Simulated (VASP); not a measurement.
ZnS:

```
Zn S
1.0
     0.00000    2.72150    2.72150
     2.72150    0.00000    2.72150
     2.72150    2.72150    0.00000
Zn S
1 1
Cartesian
  1.3607 1.3607 1.3607
  0.0000 0.0000 0.0000
```

* Program: VASP 6.6.1
* Task: relaxation of cell and atoms
* Functional: PBEsol
* Potentials or basis: VASP PAW PBE potentials, release 64 (Zn, S)
* Cutoff: 600 eV
* k mesh: 8 × 8 × 8
* Occupations: fermi-dirac, width 0.02 eV
* Spin: no spin polarisation

At the start: pressure -3.2 GPa; volume 20.16 Å³/atom.

Question: How do energy, volume and symmetry change on relaxing?

Answer: Over 5 steps the energy falls by 9.5 meV/atom and the volume is 19.28 Å³/atom (-4.4 %); space group F-43m (No. 216, to 0.05 Å).

Step by step:
```tsv
step	energy change (eV)	largest force (eV/Å)	pressure (GPa)	volume (Å³)
1	0.0000	0.0000	-3.17	40.31
2	-0.0174	0.0000	1.12	38.03
3	-0.0189	0.0000	-0.09	38.52
4	-0.0189	0.0000	0.11	38.48
5	-0.0189	0.0000	-0.04	38.55
```

Final structure:
```xyz
2
Lattice="0.0000 2.6813 2.6813 2.6813 0.0000 2.6813 2.6813 2.6813 0.0000" Properties=species:S:1:pos:R:3 pbc="T T T"
Zn    1.3406    1.3406    1.3406
S     0.0000    0.0000    0.0000
```

Caveat: the PAW data sets were made with another functional, which shifts forces and pressure a little.
